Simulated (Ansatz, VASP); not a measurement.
**RbHg in VASP and in Ansatz**

File INCAR:

```
ALGO = Fast ; EDIFF = 1E-7
EDIFFG = -0.04 ; ENCUT = 600
GGA = PE ; IBRION = 2
ISIF = 3 ; ISMEAR = 0
LASPH = T ; LCHARG = F
LREAL = F ; LWAVE = F
NELM = 60 ; NSW = 90
PREC = Accurate ; SIGMA = 0.1
```

KPOINTS

```
k-points
0
Gamma
  4 4 4
```

The input POSCAR:

```
RbHg
1.0
    0.0000000000      3.3207344500      3.3207344500
    3.3207344500      0.0000000000      3.3207344500
    3.3207344500      3.3207344500      0.0000000000
Rb Hg
1 1
Direct
    0.7500000000      0.7500000000      0.7500000000
    0.0000000000      0.0000000000      0.0000000000
```

Input for Ansatz:

```yaml
crystal:
  lattice:
    - [0.0, 3.32073445, 3.32073445]
    - [3.32073445, 0.0, 3.32073445]
    - [3.32073445, 3.32073445, 0.0]
  atoms:
    - { symbol: Rb, position: [0.75, 0.75, 0.75] }
    - { symbol: Hg, position: [0.0, 0.0, 0.0] }
basis:
  ecutwfc: 420
kpoints:
  mp_grid: { grid: [4, 4, 4] }
hamiltonian:
  xc: pbe
scf:
  occupations: { method: gaussian, width: 0.1 }
  lower_state_search: "off"
output:
  forces: true
  stress: true
  eigenvalues: true
relax:
  adjacent_minimum: "off"
  f_tol: 0.04
  max_steps: 70
  cell: { stress_tol: 0.4 }
```

Change from the starting cell: species swapped into the GaP type (F-43m, No. 216).

Alike in both runs: task relaxation of cell and atoms; functional PBE; k mesh 4 × 4 × 4; occupations gaussian, width 0.1 eV; no spin polarisation.

```csv
,VASP,Ansatz
version,VASP 6.6.1,Ansatz 0.2.0
potentials or method,"VASP PAW PBE potentials, release 64 (Rb_sv, Hg), cutoff 600 eV","scalar-relativistic, plane waves, PAW"
valence electrons in the cell,21,29
```

```csv
,VASP,Ansatz,Ansatz less VASP
"gap on the k mesh at the Fermi level, each at its own relaxed structure (eV)",none,none,-
relaxed volume (Å³/atom),72.64,69.84,-2.804
relaxed cell length with the largest relative difference (Å),5.901,5.824,-0.0769
```

A gap of «none» marks a metal or a gap that the smearing closes. VASP's potentials hold 21 valence electrons a cell and Ansatz's 29, so a difference there can come from the potentials and not from the codes.

The k mesh is coarse, so the values compare programs but aren't converged. Spin-orbit coupling is off throughout. Noted on VASP's run: the volume moved by over 15 % at a fixed basis, so the end points are rough.
